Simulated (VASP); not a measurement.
A run of VASP 6.6.1 is set up as follows.

File POSCAR:

```
NaF
1.0
    3.2398751246      0.0000000000      0.0000000000
   -1.6199375623      2.8058141630      0.0000000000
    0.0000000000      0.0000000000      5.6768279856
Na F
2 2
Direct
    0.0000000000      0.0000000000      0.0000000000
    0.0000000000      0.0000000000      0.5000000000
    0.3333333333      0.6666666667      0.2500000000
    0.6666666667      0.3333333333      0.7500000000
```

Contents of INCAR.step1:

```
SYSTEM = NaF
PREC = Accurate
ENCUT = 520
ISMEAR = 0
SIGMA = 0.01
LREAL = .FALSE.
LASPH = .TRUE.
NELM = 80
NBANDS = 22
GGA = PE
ALGO = Normal
EDIFF = 1E-4
LWAVE = .TRUE.
LCHARG = .FALSE.
```

File INCAR.step2:

```
SYSTEM = NaF
PREC = Accurate
ENCUT = 520
EDIFF = 1E-7
ISMEAR = 0
SIGMA = 0.01
LREAL = .FALSE.
LASPH = .TRUE.
NELM = 80
ALGO = Normal
ISIF = 2
LWAVE = .FALSE.
LCHARG = .FALSE.
METAGGA = R2SCAN
LMIXTAU = .TRUE.
NBANDS = 22
ISTART = 1
```

File KPOINTS:

```
regular mesh
0
G
  9 9 4
  0 0 0
```

Potentials or basis: VASP PAW PBE potentials, release 64 (Na_pv, F).

Launch:

```bash
$ cat potpaw_PBE.64/Na_pv/POTCAR potpaw_PBE.64/F/POTCAR > POTCAR
$ cp INCAR.step1 INCAR
$ mpirun -np 1 vasp_std > vasp.out
$ cp INCAR.step2 INCAR
$ mpirun -np 1 vasp_std > vasp.out
```

Problem. Predict the band gap on the k mesh.

Solution. 6.90 eV.

Problem. What does it give for the pressure?

Solution. -3.5 GPa.

Stress tensor (GPa, compression positive):
```
-3.38  0.00  0.00
 0.00 -3.38  0.00
 0.00  0.00 -3.64
```

Caveat: the cell stands under tension; the PAW data sets were made with another functional, which shifts forces and pressure a little. A k mesh can miss the band edges.
